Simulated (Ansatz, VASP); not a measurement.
## One calculation of In, two programs

```
In
1.0
    -1.98178    1.98178    1.98178
     1.98178   -1.98178    1.98178
     1.98178    1.98178   -1.98178
In
1
Direct
  0.00000 0.00000 0.00000
```

Alike in both runs: task single point; functional PBE; k mesh 13 × 13 × 13; occupations fermi-dirac, width 0.1 eV; no spin polarisation.

|  | VASP | Ansatz |
| --- | --- | --- |
| version | VASP 6.6.1 | Ansatz 0.2.0 |
| potentials or method | VASP PAW PBE potentials, release 64 (In_d), cutoff 520 eV | plane waves (420 eV) with PAW, scalar-relativistic |
| valence electrons in the cell | 13 | 13 |

|  | VASP | Ansatz | Ansatz less VASP |
| --- | --- | --- | --- |
| pressure (GPa) | -2.9 | -2.9 | +0.02 |

The functional is the same, so the differences come from potentials, cutoffs and numerics.
